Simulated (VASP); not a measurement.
Runs of VASP 6.6.1 on GaN. The structure is that of space group P6_3mc (No. 186), or close to it. The cells are those of the table. 

| cell | gap on the mesh (eV) | pressure (GPa) | largest force (eV/Å) |
| --- | --- | --- | --- |
| a = 3.135, b = 3.135, c = 5.028 Å, angles 90.0, 90.0, 120.0°, 4 atoms | 2.79 | (a) | 0.22 |
| a = 3.231, b = 3.231, c = 5.106 Å, angles 90.0, 90.0, 120.0°, 4 atoms | 2.25 | -1.6 | 0.34 |
| a = 3.088, b = 3.088, c = 5.028 Å, angles 90.0, 90.0, 120.0°, 4 atoms | (b) | 23.3 | 0.02 |
| a = 3.135, b = 3.135, c = 5.339 Å, angles 90.0, 90.0, 120.0°, 4 atoms | 2.18 | 1.8 | 0.39 |
| a = 3.088, b = 3.088, c = 5.184 Å, angles 90.0, 90.0, 120.0°, 4 atoms | 2.65 | 15.3 | 0.43 |
| a = 3.183, b = 3.183, c = 5.028 Å, angles 90.0, 90.0, 120.0°, 4 atoms | 2.56 | 7.9 | 0.42 |
| a = 3.183, b = 3.183, c = 5.106 Å, angles 90.0, 90.0, 120.0°, 4 atoms | 2.47 | 4.2 | 0.18 |
| a = 3.135, b = 3.135, c = 5.261 Å, angles 90.0, 90.0, 120.0°, 4 atoms | 2.35 | 4.6 | 0.32 |

Alike in all rows: task single point; level r2SCAN; potentials or basis VASP PAW PBE potentials, release 64 (Ga_d, N); no spin polarisation; k mesh 12 × 12 × 6; cutoff (eV) 520; smearing gaussian 0.05 eV.

Q: Fill in the values left out.

A: (a) 15.0; (b) 2.98.

Caveats: the PAW data sets were made with another functional, which shifts forces and pressure a little; the stress differs along the axes, from 13 to 20 GPa (at least some runs); the stress differs along the axes, from -5 to 6 GPa (at least some runs); the cell stands under pressure (at least some runs); the stress differs along the axes, from -10 to 8 GPa (at least some runs); the stress differs along the axes, from 6 to 20 GPa (at least some runs); the stress differs along the axes, from 3 to 17 GPa (at least some runs).

A k mesh can miss the band edges, and the runs leave out spin-orbit coupling on Ga.
